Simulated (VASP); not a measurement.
# TiO2 (P4_2/mnm) in VASP: notebook, part 2 of 2

VASP 6.6.1. Earlier steps stand in the parts before.

### 3 Single point, r2SCAN

This run uses another cell than the first one, of 10.00 Å³/atom.

The input, POSCAR:

```
TiO2
1.0
    4.5243754496      0.0000000000      0.0000000000
    0.0000000000      4.5243754496      0.0000000000
    0.0000000000      0.0000000000      2.9309898249
Ti O
2 4
Direct
    0.0000000000      0.0000000000      0.0000000000
    0.5000000000      0.5000000000      0.5000000000
    0.3033968041      0.3033968041      0.0000000000
    0.1966031959      0.8033968041      0.5000000000
    0.6966031959      0.6966031959      0.0000000000
    0.8033968041      0.1966031959      0.5000000000
```

The input, INCAR.step1:

```
SYSTEM = TiO2
PREC = Accurate
ENCUT = 520
ISMEAR = 0
SIGMA = 0.01
LREAL = .FALSE.
LASPH = .TRUE.
NELM = 100
NBANDS = 33
GGA = PE
ALGO = Normal
EDIFF = 1E-4
LWAVE = .TRUE.
LCHARG = .FALSE.
```

The input, INCAR.step2:

```
SYSTEM = TiO2
PREC = Accurate
ENCUT = 520
EDIFF = 1E-7
ISMEAR = 0
SIGMA = 0.01
LREAL = .FALSE.
LASPH = .TRUE.
NELM = 100
ALGO = Normal
ISIF = 2
LWAVE = .FALSE.
LCHARG = .TRUE.
METAGGA = R2SCAN
LMIXTAU = .TRUE.
LELF = .TRUE.
LVHAR = .TRUE.
NBANDS = 33
ISTART = 1
```

The input, KPOINTS:

```
regular mesh
0
G
  4 4 6
  0 0 0
```

Potentials or basis: VASP PAW PBE potentials, release 64 (Ti_sv, O).

Run with:

```console
cat potpaw_PBE.64/Ti_sv/POTCAR potpaw_PBE.64/O/POTCAR > POTCAR
cp INCAR.step1 INCAR
mpirun -np 1 vasp_std > vasp.out
cp INCAR.step2 INCAR
mpirun -np 1 vasp_std > vasp.out
```

OUTCAR:

```text
SYSTEM = TiO2
   PREC = Accurate
   ENCUT = 520
   EDIFF = 1E-7
   ISMEAR = 0
   LREAL = .FALSE.
   LASPH = .TRUE.
   NELM = 100
   ISIF = 2
   METAGGA = R2SCAN
   ISTART = 1

 ion  position               nearest neighbor table
   1  0.000  0.000  0.000-   4 1.93   6 1.93   4 1.93   6 1.93   5 1.94   3 1.94
   2  0.500  0.500  0.500-   3 1.93   5 1.93   3 1.93   5 1.93   4 1.94   6 1.94
   3  0.303  0.303  0.000-   2 1.93   2 1.93   1 1.94
   4  0.197  0.803  0.500-   1 1.93   1 1.93   2 1.94
   5  0.697  0.697  0.000-   2 1.93   2 1.93   1 1.94
   6  0.803  0.197  0.500-   1 1.93   1 1.93   2 1.94

  LATTYP: Found a simple tetragonal cell.
 ALAT       =     4.5243754496
 C/A-ratio  =     0.6478219718

  Lattice vectors:

 A1 = (   4.5243754496,   0.0000000000,   0.0000000000)
 A2 = (   0.0000000000,   4.5243754496,   0.0000000000)
 A3 = (   0.0000000000,   0.0000000000,   2.9309898249)

Analysis of symmetry for initial positions (statically):
=====================================================================
 Subroutine PRICEL returns:
 Original cell was already a primitive cell.

 Routine SETGRP: Setting up the symmetry group for a
 simple tetragonal supercell.

 Subroutine GETGRP returns: Found 16 space group operations
 (whereof  8 operations were pure point group operations)
 out of a pool of 16 trial point group operations.

The static configuration has the point symmetry D_2h.
 The point group associated with its full space group is D_4h.

Analysis of symmetry for dynamics (positions and initial velocities):
=====================================================================
 Subroutine PRICEL returns:
 Original cell was already a primitive cell.

 Routine SETGRP: Setting up the symmetry group for a
 simple tetragonal supercell.

 Subroutine GETGRP returns: Found 16 space group operations
 (whereof  8 operations were pure point group operations)
 out of a pool of 16 trial point group operations.

The dynamic configuration has the point symmetry D_2h.
 The point group associated with its full space group is D_4h.

 Subroutine INISYM returns: Found 16 space group operations
 (whereof  8 operations are pure point group operations),
 and found     1 'primitive' translations

----------------------------------------------------------------------------------------

                                     Primitive cell

  volume of cell :      59.9973

  direct lattice vectors                    reciprocal lattice vectors
     4.524375450  0.000000000  0.000000000     0.221024981  0.000000000  0.000000000
     0.000000000  4.524375450  0.000000000     0.000000000  0.221024981  0.000000000
     0.000000000  0.000000000  2.930989825     0.000000000  0.000000000  0.341181669

  length of vectors
     4.524375450  4.524375450  2.930989825     0.221024981  0.221024981  0.341181669

  position of ions in fractional coordinates (direct lattice)
     0.000000000  0.000000000  0.000000000
     0.500000000  0.500000000  0.500000000
     0.303396804  0.303396804  0.000000000
     0.196603196  0.803396804  0.500000000
     0.696603196  0.696603196  0.000000000
     0.803396804  0.196603196  0.500000000

[... 34 lines left out ...]

 Following reciprocal coordinates:
            Coordinates               Weight
  0.000000  0.000000  0.000000      1.000000
  0.250000  0.000000  0.000000      4.000000
  0.500000  0.000000  0.000000      2.000000
  0.250000  0.250000  0.000000      4.000000
  0.500000  0.250000  0.000000      4.000000
  0.500000  0.500000  0.000000      1.000000
[... 16 lines left out ...]
  0.500000  0.250000  0.500000      4.000000
  0.500000  0.500000  0.500000      1.000000
   k-points           NKPTS =     24   k-points in BZ     NKDIM =     24   number of bands    NBANDS=     33
   number of dos      NEDOS =    301   number of ions     NIONS =      6
   total plane-waves  NPLWV =  31104
   dimension x,y,z NGX =    36 NGY =   36 NGZ =   24
   dimension x,y,z NGXF=    72 NGYF=   72 NGZF=   48
   ions per type =               2   4
   NGX,Y,Z   is equivalent  to a cutoff of  13.23, 13.23, 13.61 a.u.
   NGXF,Y,Z  is equivalent  to a cutoff of  26.46, 26.46, 27.23 a.u.
 SYSTEM =  TiO2
   PREC   = accura    normal or accurate (medium, high low for compatibility)
   ISTART =      1    job   : 0-new  1-cont  2-samecut
   ICHARG =      0    charge: 1-file 2-atom 10-const
   ISPIN  =      1    spin polarized calculation?
   LNONCOLLINEAR =      F non collinear calculations
   LSORBIT =      F    spin-orbit coupling
   LASPH  =      T    aspherical Exc in radial PAW
   ENCUT  =  520.0 eV  38.22 Ry    6.18 a.u.   8.41  8.41  5.45*2*pi/ulx,y,z
   NELM   =    100;   NELMIN=  2; NELMDL=  0     # of ELM steps
   EDIFF  = 0.1E-06   stopping-criterion for ELM
   LREAL  =      F    real-space projection
   EDIFFG = 0.1E-05   stopping-criterion for IOM
   NSW    =      0    number of steps for IOM
   IBRION =     -1    ionic relax: 0-MD 1-quasi-New 2-CG
   NFREE  =      0    steps in history (QN), initial steepest desc. (CG)
   ISIF   =      2    stress and relaxation
   ISYM   =      2    0-nonsym 1-usesym 2-fastsym
   POTIM  = 0.5000    time-step for ionic-motion
   TEBEG  =    0.0;   TEEND  =   0.0 temperature during run
   PSTRESS=    0.0 pullay stress
   NELECT =      48.0000    total number of electrons
   NUPDOWN=      -1.0000    fix difference up-down
   EMIN   =  10.00;   EMAX   =-10.00  energy-range for DOS
   EFERMI =   0.00;   METHOD = LEGACY
   ISMEAR =     0;   SIGMA  =   0.01  broadening in eV -4-tet -1-fermi 0-gaus
   EFERMI_NEDOS =   21; number of points for ismear=-14 and -15
   IALGO  =     38    algorithm
   IMIX   =      4    mixing-type and parameters
     AMIX     =   0.40;   BMIX     =  1.00
     AMIX_MAG =   1.60;   BMIX_MAG =  1.00
  volume/ion in A,a.u.               =      10.00        67.48
  Fermi-wavevector in a.u.,A,eV,Ry     =   1.519771  2.871950 31.425414  2.309703
  Thomas-Fermi vector in A             =   2.628711
   LORBIT       =      0    0 simple, 1 ext, 2 COOP (PROOUT), +10 PAW based schemes
   METAGGA = R2SCAN    functional components
   LHFCALC =     F    Hartree Fock is set to
   AEXX    =    0.0000 exact exchange contribution
   IVDW    =     0    specifies the selected vdW correction
   LEPSILON=     F    determine dielectric tensor
   LRPA    =     F    only Hartree local field effects (RPA)
 non-spin polarized calculation
 Gauss-broadening in eV      SIGMA  =   0.01
  energy-cutoff  :      520.00
  volume of cell :       60.00
 maximum number of plane-waves:      1634
 NGX is ok and might be reduce to    36
   NGX = 17   NGY = 17   NGZ = 11

 number of electron      47.9999992 magnetization

 Free energy of the ion-electron system (eV)
  ---------------------------------------------------
  ext. energy  EPLUGINS =         0.00000000
  ---------------------------------------------------
  free energy    TOTEN  =       -69.69880332 eV

  energy without entropy =      -69.69880332  energy(sigma->0) =      -69.69880332

 E-fermi :   5.0579     XC(G=0): -12.3905

 val. band max:        5.0059608704   @ k =   0.0000   0.0000   0.0000
 cond. band min:       7.2835436812   @ k =   0.0000   0.0000   0.0000
 fundamental gap:      2.2775828108
 Fermi energy:         5.0578833878

 k-point     1 :       0.0000    0.0000    0.0000
  band No.  band energies     occupation
      1     -54.0405      2.00000
      2     -54.0179      2.00000
      3     -29.3528      2.00000
      4     -29.3528      2.00000
      5     -29.1434      2.00000
      6     -29.1434      2.00000
[... 853 lines left out ...]
     32      11.5999      0.00000
     33      11.6434      0.00000

------------------------ aborting loop because EDIFF is reached ----------------------------------------

  FORCE on cell =-STRESS in cart. coord.  units (eV):
  Direction    XX          YY          ZZ          XY          YZ          ZX
  --------------------------------------------------------------------------------------
  -------------------------------------------------------------------------------------
  Total        4.2006807      4.2006807      4.4389564      0.0000000      0.0000000      0.0000000
  in kB      112.1756695    112.1756695    118.5386228      0.0000000      0.0000000      0.0000000
  external PRESSURE =     114.2966539 kB  Pullay stress =       0.0000000 kB

 VOLUME and BASIS-vectors are now :
 -----------------------------------------------------------------------------
  energy-cutoff  :      520.00
  volume of cell :       60.00
      direct lattice vectors                 reciprocal lattice vectors
     4.524375450  0.000000000  0.000000000     0.221024981  0.000000000  0.000000000
     0.000000000  4.524375450  0.000000000     0.000000000  0.221024981  0.000000000
     0.000000000  0.000000000  2.930989825     0.000000000  0.000000000  0.341181669

 POSITION                                       TOTAL-FORCE (eV/Angst)
 -----------------------------------------------------------------------------------
      0.00000      0.00000      0.00000         0.000000      0.000000      0.000000
      2.26219      2.26219      1.46549         0.000000      0.000000      0.000000
      1.37268      1.37268      0.00000        -0.019459     -0.019459      0.000000
      0.88951      3.63487      1.46549         0.019459     -0.019459      0.000000
      3.15169      3.15169      0.00000         0.019459      0.019459     -0.000000
      3.63487      0.88951      1.46549        -0.019459      0.019459     -0.000000
 -----------------------------------------------------------------------------------
    total drift:                                0.000000      0.000000      0.000000

  FREE ENERGIE OF THE ION-ELECTRON SYSTEM (eV)
  ---------------------------------------------------
  free  energy   TOTEN  =       -69.6988033235 eV

  energy  without entropy=      -69.6988033235  energy(sigma->0) =      -69.69880332
```

It took 3.8 min on 1 thread of Intel Xeon 8259CL, shared host; peak memory 0.19 GiB.

What came out:

- Free energy: -69.6988 eV
- Pressure: 11.4 GPa
- Largest force: 0.028 eV/Å
- Band gap on the k mesh: 2.28 eV

Forces on the atoms (eV/Å):
```
Ti   0.000  0.000  0.000
Ti   0.000  0.000  0.000
O   -0.019 -0.019  0.000
O    0.019 -0.019  0.000
O    0.019  0.019  0.000
O   -0.019  0.019  0.000
```

Stress tensor (GPa, compression positive):
```
11.22  0.00  0.00
 0.00 11.22  0.00
 0.00  0.00 11.85
```

Levels at points of the mesh, in eV from the valence-band top:
| k point | band 20 | band 21 | band 22 | band 23 | band 24 | band 25 | band 26 | band 27 | band 28 | band 29 |
| --- | --- | --- | --- | --- | --- | --- | --- | --- | --- | --- |
| (0.00, 0.00, 0.00) | -2.20 | -0.81 | -0.52 | -0.52 | 0.00 | 2.28 | 2.61 | 2.84 | 2.96 | 2.96 |
| (0.50, 0.00, 0.00) | -3.29 | -1.82 | -1.82 | -0.82 | -0.82 | 3.01 | 3.01 | 3.56 | 3.56 | 4.09 |
| (0.50, 0.50, 0.00) | -2.35 | -1.46 | -1.46 | -1.17 | -1.17 | 2.32 | 2.32 | 2.99 | 2.99 | 4.38 |
| (0.00, 0.00, 0.50) | -2.94 | -2.63 | -2.63 | -1.52 | -1.52 | 3.50 | 3.50 | 3.70 | 3.70 | 4.20 |
| (0.50, 0.00, 0.50) | -2.55 | -2.16 | -2.16 | -1.18 | -1.18 | 2.35 | 2.35 | 3.73 | 3.73 | 4.47 |
| (0.50, 0.50, 0.50) | -2.91 | -1.44 | -1.44 | -0.72 | -0.72 | 3.09 | 3.09 | 3.71 | 3.71 | 3.75 |

Caveat: the cell stands under pressure; the PAW data sets were made with another functional, which shifts forces and pressure a little.
